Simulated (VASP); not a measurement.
Write the native input for VASP 6.6.1 that does the following.

* Task: single point
* Functional: PBE
* Dispersion: D3(BJ)
* Potentials or basis: VASP PAW PBE potentials, release 64 (O, H, F)
* Cutoff: 520 eV
* k mesh: 1 × 1 × 1
* Occupations: fermi-dirac, width 0.02 eV
* Spin: no spin polarisation
* Dipole correction: no
* Further INCAR settings: LREAL = Auto; ALGO = Normal; EDIFF = 1e-06; NBANDS = 66

The structure of H21O10F lies in POSCAR:

```
H21O10F
1.0
    6.6987890000      0.0000000000      0.0000000000
    0.0000000000      6.6987890000      0.0000000000
    0.0000000000      0.0000000000      6.6987890000
O H F
10 21 1
Direct
    0.2557327899      0.1832122194      0.7617496237
    0.0058518040      0.5206314156      0.2076345441
    0.7211751258      0.5778656411      0.6357567017
    0.4212851009      0.4402288234      0.2380878096
    0.6078113522      0.8590806488      0.3426738773
    0.1446380831      0.0064638549      0.2159644079
    0.7759312915      0.2866637537      0.9663836255
    0.5415904278     -0.0351108238      0.9853572041
    0.8675000810      0.1019139430      0.4930443398
    1.0159746784      0.7989055932      0.8816369645
    0.1128562192      0.2153075728      0.7347745988
    0.2866338976      0.0809698589      0.6556408927
    0.0274676512      0.6242322306      0.1052727590
    0.1444440182      0.4952984786      0.2421930292
    0.5866134909      0.5501143565      0.6606268685
    0.7162936465      0.6568202103      0.5146004748
    0.4834008057      0.5723571828      0.2590318937
    0.5213031788      0.3563927749      0.1676571691
    0.6966333766      0.9708172626      0.3948176305
    0.5635496207      0.9088508386      0.1976625924
    0.0922704089     -0.0708635546      0.0988238322
    0.1593273053      0.1324418488      0.1534605732
    0.8545275870      0.3442413248      1.0711786862
    0.7581818147      0.3924142110      0.8621558314
    0.6478932237      0.0662955648      0.9694140239
    0.4142689074      0.0181674628      0.9312578736
    0.8539155361      0.2415959064      0.4495588680
    0.9818192512      0.0763421568      0.3890404669
    0.9069848296      0.7468364804      0.7920983927
    1.1076031802      0.8544529466      0.7847985658
    0.4531714613      0.8670373108      0.4822214881
    0.3470627303      0.8268061585      0.5892706876
```

The input as run:

INCAR

```
SYSTEM = H21O10F
ALGO     = Normal         ! electronic algorithm
EDIFF    = 1E-6           ! SCF threshold, eV
ENCUT    = 520            ! plane-wave cutoff, eV
GGA      = PE             ! functional
ISIF     = 2              ! what is computed and relaxed
ISMEAR   = -1             ! smearing method
IVDW     = 12             ! dispersion correction
LASPH    = .True.         ! aspherical terms in the spheres
LCHARG   = .False.        ! write CHGCAR
LREAL    = Auto         
LWAVE    = .False.        ! write WAVECAR
NBANDS   = 66             ! bands
NELM     = 80             ! most SCF steps
PREC     = Accurate       ! precision mode
SIGMA    = 0.02           ! smearing width, eV
```

KPOINTS

```
k-points
0
Gamma
  1 1 1
  0 0 0
```

Potentials or basis: VASP PAW PBE potentials, release 64 (O, H, F).

The run is started by

```bash
$ cat potpaw_PBE.64/O/POTCAR potpaw_PBE.64/H/POTCAR potpaw_PBE.64/F/POTCAR > POTCAR
$ mpirun -np 1 vasp_gam > vasp.out
```

It gave:

| Property | Result |
| --- | --- |
| Pressure | -0.4 GPa |
| Largest force | 2.414 eV/Å |
| Band gap on the k mesh | 4.96 eV |
| Dispersion energy per atom | -0.036 eV |

Caveat: the k points lie up to 0.94 Å⁻¹ apart; the atoms stand as in a frame of molecular dynamics.

Run time: 2.1 min on 1 thread of Intel Xeon 8259CL (shared host), peak memory 0.32 GiB.
